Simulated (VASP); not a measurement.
# Al4Cl (P-43m) in VASP: notebook, part 2 of 2

VASP 6.6.1. Earlier steps stand in the parts before.

## Step 3: Single point, PBE

This run uses another cell than the first one, of 21.37 Å³/atom.

INCAR reads:

```
  PREC = Accurate
  ENCUT = 520
  EDIFF = 1E-6
  ISMEAR = 0
  SIGMA = 0.1
  LREAL = F
  LASPH = T
  NELM = 100
  ALGO = Normal
  ISIF = 2
  LWAVE = F
  LCHARG = T
  GGA = PE
  LELF = T
  LVHAR = T
  NBANDS = 18
```

KPOINTS reads:

```
regular mesh
0
Gamma
  4 4 4
```

POSCAR reads:

```
Al4Cl
1.0
    4.7449204302      0.0000000000      0.0000000000
    0.0000000000      4.7449204302      0.0000000000
    0.0000000000      0.0000000000      4.7449204302
Al Cl
4 1
Direct
    0.3014437046      0.3014437046      0.3014437046
    0.6985562954      0.6985562954      0.3014437046
    0.6985562954      0.3014437046      0.6985562954
    0.3014437046      0.6985562954      0.6985562954
    0.0000000000      0.0000000000      0.0000000000
```

Potentials or basis: VASP PAW PBE potentials, release 64 (Al, Cl).

Command:

```console
cat potpaw_PBE.64/Al/POTCAR potpaw_PBE.64/Cl/POTCAR > POTCAR
mpirun -np 1 vasp_std > vasp.out
```

OUTCAR:

```text
PREC = Accurate
   ENCUT = 520
   EDIFF = 1E-6
   ISMEAR = 0
   LREAL = F
   LASPH = T
   NELM = 100
   ISIF = 2
   GGA = PE

 ion  position               nearest neighbor table
   1  0.301  0.301  0.301-   5 2.48   3 2.66   4 2.66   2 2.66
   2  0.699  0.699  0.301-   5 2.48   3 2.66   4 2.66   1 2.66
   3  0.699  0.301  0.699-   5 2.48   2 2.66   4 2.66   1 2.66
   4  0.301  0.699  0.699-   5 2.48   2 2.66   3 2.66   1 2.66
   5  0.000  0.000  0.000-   1 2.48   2 2.48   3 2.48   4 2.48
[... 397 lines left out ...]
  --------------------------------------------------------------------------------------
  -------------------------------------------------------------------------------------
  Total        0.0247566      0.0247566      0.0247566     -0.0000000      0.0000000     -0.0000000
  in kB        0.3712909      0.3712909      0.3712909     -0.0000000      0.0000000     -0.0000000
  external PRESSURE =       0.3712909 kB  Pullay stress =       0.0000000 kB

 VOLUME and BASIS-vectors are now :
 -----------------------------------------------------------------------------
  energy-cutoff  :      520.00
  volume of cell :      106.83
      direct lattice vectors                 reciprocal lattice vectors
     4.744920430  0.000000000  0.000000000     0.210751690  0.000000000  0.000000000
     0.000000000  4.744920430  0.000000000     0.000000000  0.210751690  0.000000000
     0.000000000  0.000000000  4.744920430     0.000000000  0.000000000  0.210751690

 POSITION                                       TOTAL-FORCE (eV/Angst)
 -----------------------------------------------------------------------------------
      1.43033      1.43033      1.43033         0.002858      0.002858      0.002858
      3.31459      3.31459      1.43033        -0.002858     -0.002858      0.002858
      3.31459      1.43033      3.31459        -0.002858      0.002858     -0.002858
      1.43033      3.31459      3.31459         0.002858     -0.002858     -0.002858
      0.00000      0.00000      0.00000         0.000000      0.000000     -0.000000
 -----------------------------------------------------------------------------------
    total drift:                                0.000000      0.000000     -0.000000

  FREE ENERGIE OF THE ION-ELECTRON SYSTEM (eV)
  ---------------------------------------------------
  free  energy   TOTEN  =       -14.9938304178 eV

  energy  without entropy=      -14.9696529227  energy(sigma->0) =      -14.98174167
```

stdout:

```text
POSCAR found type information on POSCAR AlCl
 POSCAR found :  2 types and       5 ions
 scaLAPACK will be used
 LDA part: xc-table for (Slater+PW92), standard interpolation
 POSCAR, INCAR and KPOINTS ok, starting setup
 FFT: planning ... GRIDC
 FFT: planning ... GRID_SOFT
 FFT: planning ... GRID
 WAVECAR not read
 entering main loop
```

Run time: 34 s. Hardware: 1 thread of Intel Xeon Platinum 8259CL at 2.50GHz (Skylake/Cascade Lake), shared host; peak memory 0.2 GiB.

Results:

* Free energy: -14.9938 eV
* Pressure: 0.0 GPa
* Largest force: 0.005 eV/Å
* Band gap on the k mesh: zero (an odd number of electrons rules out a gap without spin polarisation)

Forces in eV/Å, atoms in the order of the input:
```
Al   0.003  0.003  0.003
Al  -0.003 -0.003  0.003
Al  -0.003  0.003 -0.003
Al   0.003 -0.003 -0.003
Cl   0.000  0.000  0.000
```

Levels at points of the mesh, in eV from the Fermi level:
```
           k point  band 7  band 8  band 9  band 10  band 11  band 12  band 13  band 14
(0.00, 0.00, 0.00)   -2.24   -1.23   -1.23    -1.23    -1.16     3.23     3.23     3.23
(0.50, 0.00, 0.00)   -1.55   -1.55   -1.18    -0.06     0.05     1.93     1.93     2.47
(0.50, 0.50, 0.00)   -3.42   -2.20   -0.85    -0.50     0.56     0.56     2.81     2.81
(0.50, 0.50, 0.50)   -4.46   -4.46    0.18     0.18     0.18     2.80     5.38     5.38
```

Caveat: an odd number of electrons without spin polarisation forces a metal; a magnetic or distorted state may lie lower.
